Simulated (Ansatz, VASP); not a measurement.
## One calculation of MgO, two programs

INCAR

```
SYSTEM = MgO
ALGO = Normal
EDIFF = 1E-7
ENCUT = 520
GGA = PS
ISIF = 2
ISMEAR = 0
LASPH = .True.
LCHARG = .False.
LREAL = .False.
LWAVE = .False.
NBANDS = 16
NELM = 60
PREC = Accurate
SIGMA = 0.05
```

Contents of KPOINTS:

```
k-points
0
Gamma
  9 9 6
  0 0 0
```

The input POSCAR:

```
MgO
1.0
    3.4947663863      0.0000000000      0.0000000000
   -1.7473831932      3.0265564708      0.0000000000
    0.0000000000      0.0000000000      4.1947132299
Mg O
2 2
Direct
    0.6596847980      0.3333333333      0.7227275755
    0.3403152020      0.6666666667      0.2772724245
    0.6718073379      0.3333333333      0.2471393389
    0.3281926621      0.6666666667      0.7528606611
```

Input for Ansatz:

```yaml
crystal:
  lattice:
    - [3.4947663863, 0.0, 0.0]
    - [-1.7473831932, 3.0265564708, 0.0]
    - [0.0, 0.0, 4.1947132299]
  atoms:
    - { symbol: Mg, position: [0.659684798, 0.3333333333, 0.7227275755] }
    - { symbol: Mg, position: [0.340315202, 0.6666666667, 0.2772724245] }
    - { symbol: O, position: [0.6718073379, 0.3333333333, 0.2471393389] }
    - { symbol: O, position: [0.3281926621, 0.6666666667, 0.7528606611] }
basis:
  ecutwfc: 520.0
kpoints:
  mp_grid: { grid: [9, 9, 6] }
hamiltonian:
  xc: pbesol
  pseudopotentials: { kind: paw, azcp: { folder: soft_1 } }
scf:
  occupations: { method: gaussian, width: 0.05 }
output:
  forces: true
  stress: true
  eigenvalues: true
```

Change from the starting cell: mode 4 frozen in at -0.024 Å and mode 7 at -0.114 Å (largest displacements).

Alike in both runs: task single point; functional PBEsol; k mesh 9 × 9 × 6; occupations gaussian, width 0.05 eV; no spin polarisation.

|  | VASP | Ansatz |
| --- | --- | --- |
| version | VASP 6.6.1 | Ansatz 0.2.0 |
| potentials or method | VASP PAW PBE potentials, release 64 (Mg, O), cutoff 520 eV | scalar-relativistic, plane waves, PAW |
| valence electrons in the cell | 16 | 32 |

Ansatz gave:

```
gap on the k mesh at the Fermi level (eV)                     : 3.26
least direct gap on the mesh (eV)                             : 3.26
pressure (GPa)                                                : 1.3
traceless stress, the component that is largest in VASP (GPa) : 1.72
rms of the force components (eV/Å)                            : 0.711
```

Problem. Estimate VASP's values.

Solution. gap on the k mesh at the Fermi level (eV): 3.25; least direct gap on the mesh (eV): 3.25; pressure (GPa): 0.9; traceless stress, the component that is largest in VASP (GPa): 1.68; rms of the force components (eV/Å): 0.720.

VASP's potentials were made for PBE, not for PBEsol, and Ansatz warns of the same on its side. Atom by atom the forces differ by 0.010 eV/Å (rms over components). The functional is the same, so the differences come from potentials, cutoffs and numerics. VASP's potentials hold 16 valence electrons a cell and Ansatz's 32, so a difference there can come from the potentials and not from the codes.
